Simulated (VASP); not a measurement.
# Rh (I4/mmm) in VASP: notebook

The runs below take Rh through single point, with PBEsol.

Everything below comes from runs of VASP 6.6.1. Logs are shortened: lines on timing, memory, paths and dates and some standing lists are left out, and cuts for length are marked.

## 1. The cell of the first run

It takes space group I4/mmm (No. 139, tetragonal). Conventional cell: a = 2.622 Å, b = 2.622 Å, c = 3.613 Å, α = 90.00°, β = 90.00°, γ = 90.00°. Within 3.4 Å of Rh (site symmetry 4/mmm) lie 12 Rh at 2.59 to 2.62 Å.

## 2. Single point, PBEsol (strain -0.025 along x and y, -0.050 along z)

INCAR reads:

```
SYSTEM = Rh
PREC     = Accurate       ! precision mode
ENCUT    = 520            ! plane-wave cutoff, eV
EDIFF    = 1E-6           ! SCF threshold, eV
ISMEAR   = 0              ! smearing method
SIGMA    = 0.15           ! smearing width, eV
LREAL    = .False.        ! projectors in reciprocal space
LASPH    = .True.         ! aspherical terms in the spheres
NELM     = 60             ! most SCF steps
ALGO     = Fast           ! electronic algorithm
ISIF     = 2              ! what is computed and relaxed
LWAVE    = .False.        ! write WAVECAR
LCHARG   = .True.         ! write CHGCAR
GGA      = PS             ! functional
LELF     = .True.         ! ELF
LVHAR    = .True.       
NBANDS   = 14             ! bands
```

KPOINTS reads:

```
regular mesh
0
Gamma
  22 22 22
  0 0 0
```

POSCAR reads:

```
Rh
1.0
    0.0000000000      1.8540112500      1.8064725000
    1.8540112500      0.0000000000      1.8064725000
    1.8540112500      1.8540112500      0.0000000000
Rh
1
Direct
    0.0000000000      0.0000000000      0.0000000000
```

Potentials or basis: VASP PAW PBE potentials, release 64 (Rh_pv).

On the command line:

```bash
cat potpaw_PBE.64/Rh_pv/POTCAR > POTCAR
mpirun -np 1 vasp_std > vasp.out
```

OUTCAR:

```text
SYSTEM = Rh
   PREC = Accurate
   ENCUT = 520
   EDIFF = 1E-6
   ISMEAR = 0
   LREAL = .False.
   LASPH = .True.
   NELM = 60
   ISIF = 2
   GGA = PS

 ion  position               nearest neighbor table
   1  0.000  0.000  0.000-

  LATTYP: Found a body centered tetragonal cell.
 ALAT       =     2.6219678545
 C/A-ratio  =     1.3779516762

  Lattice vectors:

 A1 = (   0.0000000000,  -1.8540112500,  -1.8064725000)
 A2 = (   0.0000000000,   1.8540112500,  -1.8064725000)
 A3 = (   1.8540112500,   0.0000000000,   1.8064725000)

Analysis of symmetry for initial positions (statically):
=====================================================================
 Subroutine PRICEL returns:
 Original cell was already a primitive cell.

 Routine SETGRP: Setting up the symmetry group for a
 body centered tetragonal supercell.

 Subroutine GETGRP returns: Found 16 space group operations
 (whereof 16 operations were pure point group operations)
 out of a pool of 16 trial point group operations.

The static configuration has the point symmetry D_4h.

Analysis of symmetry for dynamics (positions and initial velocities):
=====================================================================
 Subroutine PRICEL returns:
 Original cell was already a primitive cell.

 Routine SETGRP: Setting up the symmetry group for a
 body centered tetragonal supercell.

 Subroutine GETGRP returns: Found 16 space group operations
 (whereof 16 operations were pure point group operations)
 out of a pool of 16 trial point group operations.

The dynamic configuration has the point symmetry D_4h.

 Subroutine INISYM returns: Found 16 space group operations
 (whereof 16 operations are pure point group operations),
 and found     1 'primitive' translations

----------------------------------------------------------------------------------------

                                     Primitive cell

  volume of cell :      12.4190

  direct lattice vectors                    reciprocal lattice vectors
     0.000000000  1.854011250  1.806472500    -0.269685526  0.269685526  0.276782514
     1.854011250  0.000000000  1.806472500     0.269685526 -0.269685526  0.276782514
     1.854011250  1.854011250  0.000000000     0.269685526  0.269685526 -0.276782514

  length of vectors
     2.588571152  2.588571152  2.621967855     0.471242110  0.471242110  0.471242110

  position of ions in fractional coordinates (direct lattice)
     0.000000000  0.000000000  0.000000000

  ion indices of the primitive-cell ions
   primitive index   ion index
                 1           1

----------------------------------------------------------------------------------------

 KPOINTS: regular mesh

Automatic generation of k-mesh.
 Grid dimensions read from file:
 generate k-points for:   22   22   22

 Generating k-lattice:

  Cartesian coordinates                     Fractional coordinates (reciprocal lattice)
    -0.012258433  0.012258433  0.012581023     0.045454545 -0.000000000  0.000000000
     0.012258433 -0.012258433  0.012581023    -0.000000000  0.045454545  0.000000000
     0.012258433  0.012258433 -0.012581023     0.000000000  0.000000000  0.045454545

  Length of vectors
     0.021420096  0.021420096  0.021420096

  Shift w.r.t. Gamma in fractional coordinates (k-lattice)
     0.000000000  0.000000000  0.000000000

 Subroutine IBZKPT returns following result:
 ===========================================

 Found    834 irreducible k-points:

 Following reciprocal coordinates:
            Coordinates               Weight
  0.000000  0.000000  0.000000      1.000000
  0.045455  0.000000  0.000000      8.000000
  0.090909  0.000000  0.000000      8.000000
  0.136364  0.000000  0.000000      8.000000
  0.181818  0.000000  0.000000      8.000000
  0.227273  0.000000  0.000000      8.000000
[... 16 lines left out ...]
  0.500000  0.045455  0.000000      8.000000
 -0.454545  0.045455  0.000000      8.000000
 [... further k-points ...]
   k-points           NKPTS =    834   k-points in BZ     NKDIM =    834   number of bands    NBANDS=     14
   number of dos      NEDOS =    301   number of ions     NIONS =      1
   total plane-waves  NPLWV =   8000
   dimension x,y,z NGX =    20 NGY =   20 NGZ =   20
   dimension x,y,z NGXF=    40 NGYF=   40 NGZF=   40
   ions per type =               1
   NGX,Y,Z   is equivalent  to a cutoff of  12.84, 12.84, 12.68 a.u.
   NGXF,Y,Z  is equivalent  to a cutoff of  25.69, 25.69, 25.36 a.u.
 SYSTEM =  Rh
   PREC   = accura    normal or accurate (medium, high low for compatibility)
   ISTART =      0    job   : 0-new  1-cont  2-samecut
   ICHARG =      2    charge: 1-file 2-atom 10-const
   ISPIN  =      1    spin polarized calculation?
   LNONCOLLINEAR =      F non collinear calculations
   LSORBIT =      F    spin-orbit coupling
   LASPH  =      T    aspherical Exc in radial PAW
   ENCUT  =  520.0 eV  38.22 Ry    6.18 a.u.   4.81  4.81  4.88*2*pi/ulx,y,z
   NELM   =     60;   NELMIN=  2; NELMDL= -5     # of ELM steps
   EDIFF  = 0.1E-05   stopping-criterion for ELM
   LREAL  =      F    real-space projection
   EDIFFG = 0.1E-04   stopping-criterion for IOM
   NSW    =      0    number of steps for IOM
   IBRION =     -1    ionic relax: 0-MD 1-quasi-New 2-CG
   NFREE  =      0    steps in history (QN), initial steepest desc. (CG)
   ISIF   =      2    stress and relaxation
   ISYM   =      2    0-nonsym 1-usesym 2-fastsym
   POTIM  = 0.5000    time-step for ionic-motion
   TEBEG  =    0.0;   TEEND  =   0.0 temperature during run
   PSTRESS=    0.0 pullay stress
   NELECT =      15.0000    total number of electrons
   NUPDOWN=      -1.0000    fix difference up-down
   EMIN   =  10.00;   EMAX   =-10.00  energy-range for DOS
   EFERMI =   0.00;   METHOD = LEGACY
   ISMEAR =     0;   SIGMA  =   0.15  broadening in eV -4-tet -1-fermi 0-gaus
   EFERMI_NEDOS =   21; number of points for ismear=-14 and -15
   IALGO  =     68    algorithm
   IMIX   =      4    mixing-type and parameters
     AMIX     =   0.40;   BMIX     =  1.00
     AMIX_MAG =   1.60;   BMIX_MAG =  1.00
  volume/ion in A,a.u.               =      12.42        83.81
  Fermi-wavevector in a.u.,A,eV,Ry     =   1.743452  3.294646 41.356587  3.039623
  Thomas-Fermi vector in A             =   2.815521
   LORBIT       =      0    0 simple, 1 ext, 2 COOP (PROOUT), +10 PAW based schemes
   GGA     = PS    functional components
   LHFCALC =     F    Hartree Fock is set to
   AEXX    =    0.0000 exact exchange contribution
   IVDW    =     0    specifies the selected vdW correction
   LEPSILON=     F    determine dielectric tensor
   LRPA    =     F    only Hartree local field effects (RPA)
 non-spin polarized calculation
 RMM-DIIS sequential band-by-band and
 Gauss-broadening in eV      SIGMA  =   0.15
  energy-cutoff  :      520.00
  volume of cell :       12.42
 maximum number of plane-waves:       346
   NGX =  9   NGY =  9   NGZ =  9

 number of electron      14.9999995 magnetization

 Free energy of the ion-electron system (eV)
  ---------------------------------------------------
  ext. energy  EPLUGINS =         0.00000000
  ---------------------------------------------------
  free energy    TOTEN  =        -8.04370290 eV

  energy without entropy =       -8.03099262  energy(sigma->0) =       -8.03734776

 E-fermi :  13.7250     XC(G=0): -14.8832

 val. band max:       13.7248895154   @ k =   0.4091   0.3636   0.0000
 cond. band min:      13.7314575856   @ k =   0.3182   0.0000   0.1818
 fundamental gap:      0.0065680702
 Fermi energy:        13.7250034381

 k-point     1 :       0.0000    0.0000    0.0000
  band No.  band energies     occupation
      1     -32.7888      2.00000
      2     -32.7888      2.00000
      3     -32.7715      2.00000
      4       4.9019      2.00000
      5      10.0035      2.00000
      6      10.0035      2.00000
      7      10.3182      2.00000
      8      12.3809      2.00000
      9      12.7724      2.00000
     10      29.5373      0.00000
     11      33.8063      0.00000
     12      35.2602      0.00000
     13      35.2602      0.00000
     14      36.2163      0.00000

 k-point     2 :       0.0455    0.0000    0.0000
  band No.  band energies     occupation
      1     -32.8073      2.00000
      2     -32.7921      2.00000
      3     -32.7776      2.00000
      4       4.9948      2.00000
      5       9.9850      2.00000
      6      10.0418      2.00000
      7      10.3293      2.00000
      8      12.3607      2.00000
      9      12.7453      2.00000
     10      29.6859      0.00000
     11      33.8056      0.00000
     12      34.9321      0.00000
     13      35.4045      0.00000
     14      36.1868      0.00000

 k-point     3 :       0.0909    0.0000    0.0000
  band No.  band energies     occupation
      1     -32.8700      2.00000
      2     -32.8017      2.00000
      3     -32.7866      2.00000
      4       5.2645      2.00000
      5       9.9041      2.00000
      6      10.1461      2.00000
      7      10.3953      2.00000
      8      12.3138      2.00000
      9      12.6759      2.00000
     10      30.1047      0.00000
     11      33.7847      0.00000
     12      33.9417      0.00000
     13      35.8292      0.00000
     14      36.4999      0.00000
[... 324 lines left out ...]
 k-point    23 :       0.5000    0.0455    0.0000
  band No.  band energies     occupation
      1     -33.8178      2.00000
      2     -32.9543      2.00000
      3     -32.9134      2.00000
      4       6.7262      2.00000
      5       9.9090      2.00000
      6      10.1074      2.00000
      7      13.3181      1.99988
      8      14.5159      0.00000
      9      15.3063      0.00000
     10      23.4577      0.00000
     11      29.2297      0.00000
     12      33.8104      0.00000
     13      35.5252      0.00000
     14      35.9101      0.00000

 k-point    24 :      -0.4545    0.0455    0.0000
  band No.  band energies     occupation
      1     -33.8096      2.00000
      2     -32.9492      2.00000
      3     -32.9166      2.00000
      4       6.7372      2.00000
      5       9.9098      2.00000
      6      10.1202      2.00000
      7      13.3073      1.99992
      8      14.3915      0.00000
      9      15.2462      0.00000
     10      23.6126      0.00000
     11      29.2719      0.00000
     12      33.8103      0.00000
     13      35.7787      0.00000
     14      35.8153      0.00000

 [... further k-points ...]
[... 5 lines left out ...]
  --------------------------------------------------------------------------------------
  -------------------------------------------------------------------------------------
  Total        2.1612876      2.1612876      2.8056506      0.0000000      0.0000000      0.0000000
  in kB      278.8284306    278.8284306    361.9579269      0.0000000      0.0000000      0.0000000
  external PRESSURE =     306.5382627 kB  Pullay stress =       0.0000000 kB

 VOLUME and BASIS-vectors are now :
 -----------------------------------------------------------------------------
  energy-cutoff  :      520.00
  volume of cell :       12.42
      direct lattice vectors                 reciprocal lattice vectors
     0.000000000  1.854011250  1.806472500    -0.269685526  0.269685526  0.276782514
     1.854011250  0.000000000  1.806472500     0.269685526 -0.269685526  0.276782514
     1.854011250  1.854011250  0.000000000     0.269685526  0.269685526 -0.276782514

 POSITION                                       TOTAL-FORCE (eV/Angst)
 -----------------------------------------------------------------------------------
      0.00000      0.00000      0.00000        -0.000000      0.000000      0.000000
 -----------------------------------------------------------------------------------
    total drift:                                0.000000     -0.000000      0.000000

  FREE ENERGIE OF THE ION-ELECTRON SYSTEM (eV)
  ---------------------------------------------------
  free  energy   TOTEN  =        -8.0437028996 eV

  energy  without entropy=       -8.0309926153  energy(sigma->0) =       -8.03734776
```

It took 2 min on 1 thread of Intel Xeon 6975P-C, shared host; peak memory 0.24 GiB.

Results:

```
Free energy : -8.0437 eV
Pressure    : 30.7 GPa
```

Stress tensor (GPa, compression positive):
```
27.88  0.00  0.00
 0.00 27.88  0.00
 0.00  0.00 36.20
```

Levels at points of the mesh, in eV from the Fermi level:
```
           k point  band 4  band 5  band 6  band 7  band 8  band 9  band 10  band 11
(0.00, 0.00, 0.00)   -8.82   -3.72   -3.72   -3.41   -1.34   -0.95    15.81    20.08
(0.50, 0.00, 0.00)   -7.07   -3.89   -3.54    0.56    0.61    0.79     9.72    15.34
(0.50, 0.50, 0.00)   -7.39   -6.99    0.66    1.21    1.21    3.75    13.51    13.51
(0.50, 0.00, 0.50)   -7.37   -6.95    0.68    1.04    1.32    3.14    13.35    13.82
```

Caveat: the cell differs from its parent crystal (strain -0.025 along x and y, -0.050 along z); the PAW data sets were made with another functional, which shifts forces and pressure a little.

[end of part 1 of 2]
